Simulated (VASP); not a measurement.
A run of VASP 6.6.1 is set up as follows.

Contents of POSCAR:

```
CsH
1.0
    0.0398500000      3.1880000000      3.1880000000
    3.1880000000      0.0398500000      3.1880000000
    3.2278500000      3.2278500000      0.0000000000
Cs H
1 1
Direct
    0.0000000000      0.0000000000      0.0000000000
    0.5000000000      0.5000000000      0.5000000000
```

The input INCAR.step1:

```
SYSTEM = CsH
PREC = Accurate ; ENCUT = 520
ISMEAR = 0 ; SIGMA = 0.05
LREAL = .False. ; LASPH = .True.
NELM = 60 ; NBANDS = 12
GGA = PE ; ALGO = Normal
EDIFF = 1E-4 ; LWAVE = .True.
LCHARG = .False.
```

Contents of INCAR.step2:

```
SYSTEM = CsH
PREC = Accurate ; ENCUT = 520
EDIFF = 1E-6 ; ISMEAR = 0
SIGMA = 0.05 ; LREAL = .False.
LASPH = .True. ; NELM = 60
ALGO = Normal ; ISIF = 2
LWAVE = .False. ; LCHARG = .False.
METAGGA = R2SCAN ; LMIXTAU = .True.
NBANDS = 12 ; ISTART = 1
```

The input KPOINTS:

```
Automatic mesh
0
Gamma
  6 6 6
  0 0 0
```

Potentials or basis: VASP PAW PBE potentials, release 64 (Cs_sv, H).

Run with:

```bash
$ cat potpaw_PBE.64/Cs_sv/POTCAR potpaw_PBE.64/H/POTCAR > POTCAR
$ cp INCAR.step1 INCAR
$ mpirun -np 1 vasp_std > vasp.out
$ cp INCAR.step2 INCAR
$ mpirun -np 1 vasp_std > vasp.out
```

Task: Estimate the pressure.

Result: 0.0 GPa.

Task: What does it give for the band gap on the k mesh?

Result: 2.66 eV.

Stress tensor (GPa, compression positive):
```
 0.05 -0.12  0.00
-0.12  0.05  0.00
 0.00  0.00  0.04
```

Caveat: the cell differs from its parent crystal (strain +0.0250 x Voigt [0, 0, 0, 0, 0, 1]); the PAW data sets were made with another functional, which shifts forces and pressure a little; spin-orbit coupling is left out, which moves the levels of the heavy elements. A k mesh can miss the band edges.
